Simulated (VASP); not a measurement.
Input of a VASP 6.6.1 run:

File POSCAR:

```
Ti
1.0
    4.0600000000     -4.0600000000      0.0000000000
    4.0600000000      0.0000000000      4.0600000000
    0.0000000000     -4.0600000000      4.0600000000
Ti
8
Direct
    0.5000000000     -0.0313495617      0.0313495617
    0.5000000000      0.0000000000      0.5000000000
    0.5000000000      0.5000000000      0.0000000000
    0.5000000000      0.5000000000      0.5000000000
    0.0000000000      0.0000000000      0.0000000000
    0.0000000000      0.0000000000      0.5000000000
    0.0000000000      0.5000000000      0.0000000000
    0.0000000000      0.5000000000      0.5000000000
```

Contents of INCAR.step1:

```
SYSTEM = Ti
ALGO     = Normal         ! electronic algorithm
EDIFF    = 1E-5           ! SCF threshold, eV
ENCUT    = 550            ! plane-wave cutoff, eV
GGA      = PE             ! functional
GGA_COMPAT= .False.      
ISMEAR   = 0              ! smearing method
KPAR     = 4            
LASPH    = .True.         ! aspherical terms in the spheres
LCHARG   = .False.        ! write CHGCAR
LREAL    = .False.        ! projectors in reciprocal space
LWAVE    = .True.         ! write WAVECAR
NBANDS   = 58             ! bands
NELM     = 120            ! most SCF steps
PREC     = Accurate       ! precision mode
SIGMA    = 0.15           ! smearing width, eV
```

Contents of INCAR.step2:

```
SYSTEM = Ti
ALGO     = Normal         ! electronic algorithm
EDIFF    = 1E-6           ! SCF threshold, eV
ENCUT    = 550            ! plane-wave cutoff, eV
GGA_COMPAT= .False.      
ISIF     = 2              ! what is computed and relaxed
ISMEAR   = 0              ! smearing method
ISTART   = 1            
KPAR     = 4            
LASPH    = .True.         ! aspherical terms in the spheres
LCHARG   = .True.         ! write CHGCAR
LMIXTAU  = .True.       
LREAL    = .False.        ! projectors in reciprocal space
LVHAR    = .True.       
LWAVE    = .False.        ! write WAVECAR
METAGGA  = R2SCAN         ! meta-GGA
NBANDS   = 58             ! bands
NELM     = 120            ! most SCF steps
PREC     = Accurate       ! precision mode
SIGMA    = 0.15           ! smearing width, eV
```

Contents of KPOINTS:

```
k-points
0
Gamma
  10 10 10
  0 0 0
```

Potentials or basis: VASP PAW PBE potentials, release 64 (Ti_sv).

Run with:

```bash
$ cat potpaw_PBE.64/Ti_sv/POTCAR > POTCAR
$ cp INCAR.step1 INCAR
$ mpirun -np 4 vasp_std > vasp.out
$ cp INCAR.step2 INCAR
$ mpirun -np 4 vasp_std > vasp.out
```

**Question.** Predict the largest force.

**Answer.** 0.922 eV/Å.

**Question.** What does it give for the band gap on the k mesh?

**Answer.** Zero (bands 48 and 49 overlap by 1.33 eV).

**Question.** What does it give for the pressure?

**Answer.** 5.2 GPa.

Stress tensor (GPa, compression positive):
```
5.22 0.28 0.00
0.28 5.22 0.00
0.00 0.00 5.05
```

Caveat: the cell differs from its parent crystal (atom 1 (Ti) moved -0.180 Å along Cartesian [1 1 0]); the cell stands under pressure; the PAW data sets were made with another functional, which shifts forces and pressure a little.
